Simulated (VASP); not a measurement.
Write the native input for VASP 6.6.1 that does the following.

```yaml
Task: relaxation of cell and atoms
Functional: PBE
Potentials_or_basis: VASP PAW PBE potentials, release 64 (Cu, Pd)
Cutoff: 600 eV
k_mesh: 4 × 4 × 4
Occupations: gaussian, width 0.1 eV
Spin: no spin polarisation
Dipole_correction: no
Further_INCAR_settings: ALGO = Normal; EDIFF = 1e-07; IBRION = 2; EDIFFG = -0.04; NSW = 90; ISIF = 3
```

The structure of Cu2Pd lies in POSCAR:

```
Cu2Pd
1.0
    3.8945356450      0.0000000000      0.0000000000
    0.0000000000      3.8945356450      0.0000000000
    0.0000000000      0.0000000000      5.6066324724
Cu Pd
4 2
Direct
    0.0000000000      0.5000000000      0.2030000000
    0.0000000000      0.5000000000      0.7030000000
    0.5000000000      0.0000000000      0.2970000000
    0.5000000000      0.0000000000      0.7970000000
    0.0000000000      0.0000000000      0.0000000000
    0.5000000000      0.5000000000      0.5000000000
```

The input as run:

INCAR

```
SYSTEM = Cu2Pd
PREC = Accurate ; ENCUT = 600
EDIFF = 1E-7 ; ISMEAR = 0
SIGMA = 0.1 ; LREAL = .FALSE.
LASPH = .TRUE. ; NELM = 60
ALGO = Normal ; ISIF = 3
LWAVE = .FALSE. ; LCHARG = .FALSE.
GGA = PE ; IBRION = 2
NSW = 90 ; EDIFFG = -0.04
```

KPOINTS

```
regular mesh
0
G
  4 4 4
  0 0 0
```

Potentials or basis: VASP PAW PBE potentials, release 64 (Cu, Pd).

The run is started by

```bash
$ cat potpaw_PBE.64/Cu/POTCAR potpaw_PBE.64/Pd/POTCAR > POTCAR
$ mpirun -np 1 vasp_std > vasp.out
```

Results of the run:

- Relaxed volume: 16.13 Å³/atom
- Relaxed cell: a = 4.227 Å, b = 4.227 Å, c = 5.417 Å, α = 90.00°, β = 90.00°, γ = 90.00°
- Space group after relaxing (to 0.1 Å): I4/mmm (No. 139)
- Energy gained by relaxing: 288.8 meV/atom
- Ionic steps: 12
- Pressure after relaxing: 0.1 GPa
- Largest force after relaxing: 0.038 eV/Å
- Band gap on the k mesh: zero (bands 32 and 33 overlap by 0.37 eV)

Caveat: the k points lie up to 0.37 Å⁻¹ apart in the final cell.

Run time: 17 min on 1 thread of Intel Xeon 8259CL, on a shared host, peak memory 0.26 GiB.
